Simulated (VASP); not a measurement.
Here is a VASP 6.6.1 calculation.

The input POSCAR:

```
PbS
1.0
    0.0000000000      2.8677433692      2.8677433692
    2.8677433692      0.0000000000      2.8677433692
    2.8677433692      2.8677433692      0.0000000000
Pb S
1 1
Direct
    0.0000000000      0.0000000000      0.0000000000
    0.5000000000      0.5000000000      0.5000000000
```

The input INCAR.step1:

```
SYSTEM = PbS
  PREC = Accurate
  ENCUT = 520
  ISMEAR = -1
  SIGMA = 0.02
  LREAL = .FALSE.
  LASPH = .TRUE.
  NELM = 150
  MAGMOM = 0 0 0 0 0 0
  LSORBIT = .TRUE.
  GGA_COMPAT = .FALSE.
  NBANDS = 32
  GGA = PE
  ALGO = Normal
  EDIFF = 1E-4
  LWAVE = .TRUE.
  LCHARG = .FALSE.
```

Contents of INCAR.step2:

```
SYSTEM = PbS
  PREC = Accurate
  ENCUT = 520
  EDIFF = 1E-7
  ISMEAR = -1
  SIGMA = 0.02
  LREAL = .FALSE.
  LASPH = .TRUE.
  NELM = 150
  ALGO = Normal
  ISIF = 2
  LWAVE = .FALSE.
  LCHARG = .FALSE.
  MAGMOM = 0 0 0 0 0 0
  LORBIT = 11
  LSORBIT = .TRUE.
  GGA_COMPAT = .FALSE.
  LORBMOM = .TRUE.
  METAGGA = R2SCAN
  LMIXTAU = .TRUE.
  NBANDS = 32
  ISTART = 1
```

Contents of KPOINTS:

```
Automatic mesh
0
G
  8 8 8
  0 0 0
```

Potentials or basis: VASP PAW PBE potentials, release 64 (Pb_d, S).

The run is started by

```bash
$ cat potpaw_PBE.64/Pb_d/POTCAR potpaw_PBE.64/S/POTCAR > POTCAR
$ cp INCAR.step1 INCAR
$ mpirun -np 1 vasp_ncl > vasp.out
$ cp INCAR.step2 INCAR
$ mpirun -np 1 vasp_ncl > vasp.out
```

Task: What does it give for the pressure?

Result: 8.5 GPa.

Task: Predict the net moment.

Result: 0.00 μB per cell.

Moments on the atoms (μB; x, y, z):
```
Pb  0.00 0.00 0.00
S   0.00 0.00 0.00
```

Caveat: the cell differs from its parent crystal (strain -4.0%); the cell stands under pressure; the PAW data sets were made with another functional, which shifts forces and pressure a little.
